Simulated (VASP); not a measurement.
# BaZrO3 (Pm-3m) in VASP: notebook

Runs on BaZrO3. Level: PBE. Tasks: single point.

Program: VASP 6.6.1. These are calculated values, not measurements. Logs are shortened: lines on timing, memory, paths and dates and some standing lists are left out, and cuts for length are marked.

## (1) The cell of the first run

It takes space group Pm-3m (No. 221, cubic). The conventional cell has a = 4.227 Å, b = 4.227 Å, c = 4.227 Å, α = 90.00°, β = 90.00°, γ = 90.00°. Within 3.9 Å of Ba (site symmetry m-3m) lie 12 O at 2.99 Å and 8 Zr at 3.66 Å. Within 2.8 Å of Zr (site symmetry m-3m) lie 6 O at 2.11 Å. Within 2.8 Å of O (site symmetry 4/mmm) lie 2 Zr at 2.11 Å.

## (2) Single point, PBE

File INCAR:

```
ALGO = Normal
EDIFF = 1E-6
ENCUT = 600
GGA = PE
GGA_COMPAT = F
ISIF = 2
ISMEAR = 0
LASPH = T
LCHARG = F
LREAL = F
LWAVE = F
NBANDS = 28
NELM = 120
PREC = Accurate
SIGMA = 0.01
```

File KPOINTS:

```
k-points
0
Gamma
  6 6 6
```

File POSCAR:

```
BaZrO3
1.0
    4.2271626396      0.0000000000      0.0000000000
    0.0000000000      4.2271626396      0.0000000000
    0.0000000000      0.0000000000      4.2271626396
Ba Zr O
1 1 3
Direct
    0.0000000000      0.0000000000      0.0000000000
    0.5000000000      0.5000000000      0.5000000000
    0.0000000000      0.5000000000      0.5000000000
    0.5000000000      0.0000000000      0.5000000000
    0.5000000000      0.5000000000      0.0000000000
```

Potentials or basis: VASP PAW PBE potentials, release 64 (Ba_sv, Zr_sv, O).

Started as:

```sh
$ cat potpaw_PBE.64/Ba_sv/POTCAR potpaw_PBE.64/Zr_sv/POTCAR potpaw_PBE.64/O/POTCAR > POTCAR
$ mpirun -np 1 vasp_std > vasp.out
```

OUTCAR:

```text
EDIFF = 1E-6
   ENCUT = 600
   GGA = PE
   ISIF = 2
   ISMEAR = 0
   LASPH = T
   LREAL = F
   NELM = 120
   PREC = Accurate

 ion  position               nearest neighbor table
   1  0.000  0.000  0.000-   3 2.99   4 2.99   5 2.99   3 2.99   4 2.99   3 2.99   5 2.99   3 2.99
                             4 2.99   5 2.99   4 2.99   5 2.99   2 3.66   2 3.66   2 3.66   2 3.66
   2  0.500  0.500  0.500-   3 2.11   4 2.11   5 2.11   5 2.11   4 2.11   3 2.11   1 3.66   1 3.66
                             1 3.66   1 3.66   1 3.66   1 3.66   1 3.66   1 3.66
   3  0.000  0.500  0.500-   2 2.11   2 2.11   1 2.99   1 2.99   1 2.99   1 2.99
   4  0.500  0.000  0.500-   2 2.11   2 2.11   1 2.99   1 2.99   1 2.99   1 2.99
   5  0.500  0.500  0.000-   2 2.11   2 2.11   1 2.99   1 2.99   1 2.99   1 2.99

  LATTYP: Found a simple cubic cell.
 ALAT       =     4.2271626396

  Lattice vectors:

 A1 = (   4.2271626396,   0.0000000000,   0.0000000000)
 A2 = (   0.0000000000,   4.2271626396,   0.0000000000)
 A3 = (   0.0000000000,   0.0000000000,   4.2271626396)

Analysis of symmetry for initial positions (statically):
=====================================================================
 Subroutine PRICEL returns:
 Original cell was already a primitive cell.

 Routine SETGRP: Setting up the symmetry group for a
 simple cubic supercell.

 Subroutine GETGRP returns: Found 48 space group operations
 (whereof 48 operations were pure point group operations)
 out of a pool of 48 trial point group operations.

The static configuration has the point symmetry O_h .

Analysis of symmetry for dynamics (positions and initial velocities):
=====================================================================
 Subroutine PRICEL returns:
 Original cell was already a primitive cell.

 Routine SETGRP: Setting up the symmetry group for a
 simple cubic supercell.

 Subroutine GETGRP returns: Found 48 space group operations
 (whereof 48 operations were pure point group operations)
 out of a pool of 48 trial point group operations.

The dynamic configuration has the point symmetry O_h .

 Subroutine INISYM returns: Found 48 space group operations
 (whereof 48 operations are pure point group operations),
 and found     1 'primitive' translations

----------------------------------------------------------------------------------------

                                     Primitive cell

  volume of cell :      75.5348

  direct lattice vectors                    reciprocal lattice vectors
     4.227162640  0.000000000  0.000000000     0.236565300  0.000000000  0.000000000
     0.000000000  4.227162640  0.000000000     0.000000000  0.236565300  0.000000000
     0.000000000  0.000000000  4.227162640     0.000000000  0.000000000  0.236565300

  length of vectors
     4.227162640  4.227162640  4.227162640     0.236565300  0.236565300  0.236565300

  position of ions in fractional coordinates (direct lattice)
     0.000000000  0.000000000  0.000000000
     0.500000000  0.500000000  0.500000000
     0.000000000  0.500000000  0.500000000
     0.500000000  0.000000000  0.500000000
     0.500000000  0.500000000  0.000000000

  ion indices of the primitive-cell ions
   primitive index   ion index
                 1           1
                 2           2
                 3           3
                 4           4
                 5           5

----------------------------------------------------------------------------------------

 KPOINTS: k-points

Automatic generation of k-mesh.
 Grid dimensions read from file:
 generate k-points for:    6    6    6

 Generating k-lattice:

  Cartesian coordinates                     Fractional coordinates (reciprocal lattice)
     0.039427550  0.000000000  0.000000000     0.166666667  0.000000000  0.000000000
     0.000000000  0.039427550  0.000000000     0.000000000  0.166666667  0.000000000
     0.000000000  0.000000000  0.039427550     0.000000000  0.000000000  0.166666667

  Length of vectors
     0.039427550  0.039427550  0.039427550

  Shift w.r.t. Gamma in fractional coordinates (k-lattice)
     0.000000000  0.000000000  0.000000000

 Subroutine IBZKPT returns following result:
 ===========================================

 Found     20 irreducible k-points:

 Following reciprocal coordinates:
            Coordinates               Weight
  0.000000  0.000000  0.000000      1.000000
  0.166667  0.000000  0.000000      6.000000
  0.333333  0.000000  0.000000      6.000000
  0.500000  0.000000  0.000000      3.000000
  0.166667  0.166667  0.000000     12.000000
  0.333333  0.166667  0.000000     24.000000
[... 12 lines left out ...]
  0.500000  0.500000  0.333333      6.000000
  0.500000  0.500000  0.500000      1.000000
   k-points           NKPTS =     20   k-points in BZ     NKDIM =     20   number of bands    NBANDS=     28
   number of dos      NEDOS =    301   number of ions     NIONS =      5
   total plane-waves  NPLWV =  46656
   dimension x,y,z NGX =    36 NGY =   36 NGZ =   36
   dimension x,y,z NGXF=    72 NGYF=   72 NGZF=   72
   ions per type =               1   1   3
   NGX,Y,Z   is equivalent  to a cutoff of  14.16, 14.16, 14.16 a.u.
   NGXF,Y,Z  is equivalent  to a cutoff of  28.32, 28.32, 28.32 a.u.
 SYSTEM =  unknown system
   PREC   = accura    normal or accurate (medium, high low for compatibility)
   ISTART =      0    job   : 0-new  1-cont  2-samecut
   ICHARG =      2    charge: 1-file 2-atom 10-const
   ISPIN  =      1    spin polarized calculation?
   LNONCOLLINEAR =      F non collinear calculations
   LSORBIT =      F    spin-orbit coupling
   LASPH  =      T    aspherical Exc in radial PAW
   ENCUT  =  600.0 eV  44.10 Ry    6.64 a.u.   8.44  8.44  8.44*2*pi/ulx,y,z
   NELM   =    120;   NELMIN=  2; NELMDL= -5     # of ELM steps
   EDIFF  = 0.1E-05   stopping-criterion for ELM
   LREAL  =      F    real-space projection
[... 7 lines left out ...]
   TEBEG  =    0.0;   TEEND  =   0.0 temperature during run
   PSTRESS=    0.0 pullay stress
   NELECT =      40.0000    total number of electrons
   NUPDOWN=      -1.0000    fix difference up-down
   EMIN   =  10.00;   EMAX   =-10.00  energy-range for DOS
   EFERMI =   0.00;   METHOD = LEGACY
   ISMEAR =     0;   SIGMA  =   0.01  broadening in eV -4-tet -1-fermi 0-gaus
   EFERMI_NEDOS =   21; number of points for ismear=-14 and -15
   IALGO  =     38    algorithm
   IMIX   =      4    mixing-type and parameters
     AMIX     =   0.40;   BMIX     =  1.00
     AMIX_MAG =   1.60;   BMIX_MAG =  1.00
  volume/ion in A,a.u.               =      15.11       101.95
  Fermi-wavevector in a.u.,A,eV,Ry     =   1.324481  2.502907 23.868034  1.754251
  Thomas-Fermi vector in A             =   2.454013
   LORBIT       =      0    0 simple, 1 ext, 2 COOP (PROOUT), +10 PAW based schemes
   GGA     = PE    functional components
   LHFCALC =     F    Hartree Fock is set to
   AEXX    =    0.0000 exact exchange contribution
   IVDW    =     0    specifies the selected vdW correction
   LEPSILON=     F    determine dielectric tensor
   LRPA    =     F    only Hartree local field effects (RPA)
 non-spin polarized calculation
 Gauss-broadening in eV      SIGMA  =   0.01
  energy-cutoff  :      600.00
  volume of cell :       75.53
 maximum number of plane-waves:      2560
 NGX is ok and might be reduce to    36
   NGX = 17   NGY = 17   NGZ = 17

 number of electron      40.0000022 magnetization

 Free energy of the ion-electron system (eV)
  ---------------------------------------------------
  ext. energy  EPLUGINS =         0.00000000
  ---------------------------------------------------
  free energy    TOTEN  =       -41.73100250 eV

  energy without entropy =      -41.73100250  energy(sigma->0) =      -41.73100250

 E-fermi :   3.7988     XC(G=0): -10.6426

 val. band max:        3.6075900873   @ k =   0.5000   0.5000   0.5000
 cond. band min:       6.7408651171   @ k =   0.0000   0.0000   0.0000
 fundamental gap:      3.1332750298
 Fermi energy:         3.7987660613

 k-point     1 :       0.0000    0.0000    0.0000
  band No.  band energies     occupation
      1     -43.5713      2.00000
      2     -21.7866      2.00000
      3     -21.6987      2.00000
      4     -21.6987      2.00000
      5     -21.6987      2.00000
      6     -12.7190      2.00000
[... 20 lines left out ...]
     27      10.7875      0.00000
     28      10.7875      0.00000

 k-point     2 :       0.1667    0.0000    0.0000
  band No.  band energies     occupation
      1     -43.5705      2.00000
      2     -21.8700      2.00000
      3     -21.6972      2.00000
      4     -21.6972      2.00000
      5     -21.6581      2.00000
      6     -12.7188      2.00000
[... 20 lines left out ...]
     27      10.7880      0.00000
     28      11.6189      0.00000

 k-point     3 :       0.3333    0.0000    0.0000
  band No.  band energies     occupation
      1     -43.5691      2.00000
      2     -21.9933      2.00000
      3     -21.6942      2.00000
      4     -21.6942      2.00000
      5     -21.6166      2.00000
      6     -12.8076      2.00000
[... 20 lines left out ...]
     27      11.0942      0.00000
     28      11.1900      0.00000

 k-point     4 :       0.5000    0.0000    0.0000
  band No.  band energies     occupation
      1     -43.5684      2.00000
      2     -22.0486      2.00000
      3     -21.6927      2.00000
      4     -21.6927      2.00000
      5     -21.6002      2.00000
      6     -12.8604      2.00000
[... 454 lines left out ...]
     27      11.7150      0.00000
     28      12.3854      0.00000

 k-point    19 :       0.5000    0.5000    0.3333
  band No.  band energies     occupation
      1     -43.5634      2.00000
      2     -21.9067      2.00000
      3     -21.9067      2.00000
      4     -21.8522      2.00000
      5     -21.6806      2.00000
      6     -11.8367      2.00000
[... 20 lines left out ...]
     27      11.9696      0.00000
     28      12.7008      0.00000

 k-point    20 :       0.5000    0.5000    0.5000
  band No.  band energies     occupation
      1     -43.5627      2.00000
      2     -21.9046      2.00000
      3     -21.9046      2.00000
      4     -21.9046      2.00000
      5     -21.6726      2.00000
      6     -11.5781      2.00000
[... 20 lines left out ...]
     27      12.5848      0.00000
     28      12.5848      0.00000

------------------------ aborting loop because EDIFF is reached ----------------------------------------

  FORCE on cell =-STRESS in cart. coord.  units (eV):
  Direction    XX          YY          ZZ          XY          YZ          ZX
  --------------------------------------------------------------------------------------
  -------------------------------------------------------------------------------------
  Total        0.3737129      0.3737129      0.3737129     -0.0000000     -0.0000000     -0.0000000
  in kB        7.9268714      7.9268714      7.9268714     -0.0000000     -0.0000000     -0.0000000
  external PRESSURE =       7.9268714 kB  Pullay stress =       0.0000000 kB

 VOLUME and BASIS-vectors are now :
 -----------------------------------------------------------------------------
  energy-cutoff  :      600.00
  volume of cell :       75.53
      direct lattice vectors                 reciprocal lattice vectors
     4.227162640  0.000000000  0.000000000     0.236565300  0.000000000  0.000000000
     0.000000000  4.227162640  0.000000000     0.000000000  0.236565300  0.000000000
     0.000000000  0.000000000  4.227162640     0.000000000  0.000000000  0.236565300

 POSITION                                       TOTAL-FORCE (eV/Angst)
 -----------------------------------------------------------------------------------
      0.00000      0.00000      0.00000         0.000000      0.000000      0.000000
      2.11358      2.11358      2.11358         0.000000      0.000000      0.000000
      0.00000      2.11358      2.11358         0.000000      0.000000      0.000000
      2.11358      0.00000      2.11358         0.000000      0.000000      0.000000
      2.11358      2.11358      0.00000         0.000000      0.000000      0.000000
 -----------------------------------------------------------------------------------
    total drift:                                0.000000      0.000000      0.000000

  FREE ENERGIE OF THE ION-ELECTRON SYSTEM (eV)
  ---------------------------------------------------
  free  energy   TOTEN  =       -41.7310024963 eV

  energy  without entropy=      -41.7310024963  energy(sigma->0) =      -41.73100250
```

Run time: 85 s. Hardware: 1 thread of Intel Xeon 8259CL, shared host; peak memory 0.23 GiB.

What came out:

```yaml
Free_energy: -41.7310 eV
Pressure: 0.8 GPa
Band_gap_on_the_k_mesh: 3.13 eV, indirect (least direct gap 3.38 eV)
```

Caveat: spin-orbit coupling is left out, which moves the levels of the heavy elements. A k mesh can miss the band edges.

## (3) Single point, PBE

This run uses another cell than the first one, of 14.73 Å³/atom, 0.975 times its volume.

File INCAR:

```
SYSTEM = BaZrO3
  ALGO = Normal
  EDIFF = 1E-6
  ENCUT = 910
  GGA = PE
  GGA_COMPAT = .FALSE.
  ISIF = 2
  ISMEAR = 0
  LASPH = .TRUE.
  LCHARG = .FALSE.
  LREAL = .FALSE.
  LWAVE = .FALSE.
  NBANDS = 28
  NELM = 120
  PREC = Accurate
  SIGMA = 0.02
```

File KPOINTS:

```
k-points
0
G
  6 6 6
  0 0 0
```

POSCAR: that of step 2 with these lines changed.

```diff
@@ -2,5 +2,5 @@
 1.0
-    4.2271626396      0.0000000000      0.0000000000
-    0.0000000000      4.2271626396      0.0000000000
-    0.0000000000      0.0000000000      4.2271626396
+    4.1913400000      0.0000000000      0.0000000000
+    0.0000000000      4.1913400000      0.0000000000
+    0.0000000000      0.0000000000      4.1913400000
 Ba Zr O
```

Potentials or basis: VASP PAW PBE potentials, release 64 (Ba_sv, Zr_sv, O_h).

Started as:

```sh
$ cat potpaw_PBE.64/Ba_sv/POTCAR potpaw_PBE.64/Zr_sv/POTCAR potpaw_PBE.64/O_h/POTCAR > POTCAR
$ mpirun -np 1 vasp_std > vasp.out
```

Run time: 92 s. Hardware: 1 thread of AMD EPYC 7R43 (Zen 3), shared host; peak memory 0.28 GiB.

Results (log left out):

* Free energy: -41.7087 eV
* Pressure: 4.8 GPa
* Band gap on the k mesh: 3.19 eV, indirect (least direct gap 3.42 eV)

Levels at points of the mesh, in eV from the valence-band top:
```csv
k point,band 16,band 17,band 18,band 19,band 20,band 21,band 22,band 23,band 24,band 25
"(0.00, 0.00, 0.00)",-0.98,-0.98,-0.22,-0.22,-0.22,3.19,3.19,3.19,4.66,4.66
"(0.50, 0.00, 0.00)",-1.73,-1.73,-1.68,-0.45,-0.45,3.64,5.71,5.71,6.43,6.69
"(0.50, 0.50, 0.00)",-2.40,-0.93,-0.93,-0.78,-0.08,5.68,5.68,6.46,6.50,7.69
"(0.50, 0.50, 0.50)",-2.54,-2.54,0.00,0.00,0.00,5.98,5.98,5.98,7.00,7.00
```

Caveat: the cutoff is under 1.25 times the usual one of these potentials, so pressure, stress and relaxed cells hold a basis-set (Pulay) error; spin-orbit coupling is left out, which moves the levels of the heavy elements. A k mesh can miss the band edges.
